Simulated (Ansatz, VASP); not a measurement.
**Fe in VASP and in Ansatz**

The input INCAR:

```
PREC = Accurate ; ENCUT = 520
EDIFF = 1E-6 ; ISMEAR = -1
SIGMA = 0.1 ; LREAL = F
LASPH = T ; NELM = 80
ALGO = Normal ; ISIF = 2
LWAVE = F ; LCHARG = T
GGA = RP ; LELF = T
LVHAR = T ; NBANDS = 15
```

File KPOINTS:

```
Automatic mesh
0
Gamma
  16 16 9
```

Contents of POSCAR:

```
Fe
1.0
    2.4789035963      0.0000000000      0.0000000000
   -1.2394517982      2.1467934879      0.0000000000
    0.0000000000      0.0000000000      3.9204861124
Fe
2
Direct
    0.3333333333      0.6666666667      0.2500000000
    0.6666666667      0.3333333333      0.7500000000
```

Input for Ansatz:

```yaml
crystal:
  lattice:
    - [2.4789035963, 0.0, 0.0]
    - [-1.2394517982, 2.1467934879, 0.0]
    - [0.0, 0.0, 3.9204861124]
  atoms:
    - { symbol: Fe, position: [0.3333333333, 0.6666666667, 0.25] }
    - { symbol: Fe, position: [0.6666666667, 0.3333333333, 0.75] }
hamiltonian:
  xc: rpbe
  pseudopotentials:
    kind: paw
    azcp:
      Fe: "pseudopotentials/Fe.paw.azcp"
basis:
  ecutwfc: 420
  fft_grid_basis: typed
kpoints:
  mp_grid: { grid: [16, 16, 9], shift: [0, 0, 0] }
magnetization:
  spin_polarized: false
scf:
  occupations: { method: fermi_dirac, width: 0.1 }
  lower_state_search: "off"
output:
  stress: true
  write_density: true
  write_potential: true
  elf: true
  volumetric_format: npy
```

Alike in both runs: task single point; functional RPBE; k mesh 16 × 16 × 9; occupations fermi-dirac, width 0.1 eV; no spin polarisation.

|  | VASP | Ansatz |
| --- | --- | --- |
| version | VASP 6.6.1 | Ansatz 0.2.0 |
| potentials or method | VASP PAW PBE potentials, release 64 (Fe), cutoff 520 eV | plane waves (420 eV) with PAW, scalar-relativistic |
| valence electrons in the cell | 16 | 32 |

|  | VASP | Ansatz | Ansatz less VASP |
| --- | --- | --- | --- |
| pressure (GPa) | -0.5 | 0.0 | +0.51 |
| traceless stress, the component that is largest in VASP (GPa) | -0.08 | 0.06 | +0.149 |

VASP's potentials were made for PBE, not for RPBE. VASP's potentials hold 16 valence electrons a cell and Ansatz's 32, so a difference there can come from the potentials and not from the codes.
